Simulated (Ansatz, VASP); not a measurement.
**Si2Ni: VASP beside Ansatz**

INCAR

```
SYSTEM = Si2Ni
  PREC = Accurate
  ENCUT = 520
  EDIFF = 1E-7
  ISMEAR = 0
  SIGMA = 0.15
  LREAL = .FALSE.
  LASPH = .TRUE.
  NELM = 80
  ALGO = Normal
  ISIF = 2
  LWAVE = .FALSE.
  LCHARG = .TRUE.
  LELF = .TRUE.
  LVHAR = .TRUE.
  NBANDS = 16
```

KPOINTS

```
regular mesh
0
G
  14 14 14
  0 0 0
```

POSCAR

```
Si2Ni
1.0
    0.0000000000      2.6208869829      2.6208869829
    2.6208869829      0.0000000000      2.6208869829
    2.6208869829      2.6208869829      0.0000000000
Si Ni
2 1
Direct
    0.2500000000      0.2500000000      0.2500000000
    0.7500000000      0.7500000000      0.7500000000
    0.0000000000      0.0000000000      0.0000000000
```

Input for Ansatz:

```yaml
crystal:
  lattice:
    - [0.0, 2.6208869829, 2.6208869829]
    - [2.6208869829, 0.0, 2.6208869829]
    - [2.6208869829, 2.6208869829, 0.0]
  atoms:
    - { symbol: Si, position: [0.25, 0.25, 0.25] }
    - { symbol: Si, position: [0.75, 0.75, 0.75] }
    - { symbol: Ni, position: [0.0, 0.0, 0.0] }
basis:
  ecutwfc: 520.0
kpoints:
  mp_grid: { grid: [14, 14, 14] }
hamiltonian:
  xc: lda
  pseudopotentials: { kind: paw, azcp: { folder: soft_1 } }
scf:
  occupations: { method: gaussian, width: 0.15 }
  lower_state_search: "off"
output:
  forces: true
  stress: true
  eigenvalues: true
```

Alike in both runs: task single point; functional LDA; k mesh 14 × 14 × 14; occupations gaussian, width 0.15 eV; no spin polarisation.

```csv
,VASP,Ansatz
version,VASP 6.6.1,Ansatz 0.2.0
potentials or method,"VASP PAW LDA potentials, release 64 (Si, Ni), cutoff 520 eV","scalar-relativistic, plane waves, PAW"
valence electrons in the cell,18,26
```

VASP gave:

```
gap on the k mesh at the Fermi level (eV) : none
pressure (GPa)                            : 12.0
```

Question: Which values does Ansatz return?

Answer: gap on the k mesh at the Fermi level (eV): none; pressure (GPa): 11.7.

Ansatz warns that its potentials were made for another functional, while VASP's fit it. LDA's correlation is that of Perdew and Zunger in VASP and of Perdew and Wang (1992) in Ansatz. A gap of «none» marks a metal or a gap that the smearing closes. VASP's potentials hold 18 valence electrons a cell and Ansatz's 26, so a difference there can come from the potentials and not from the codes.
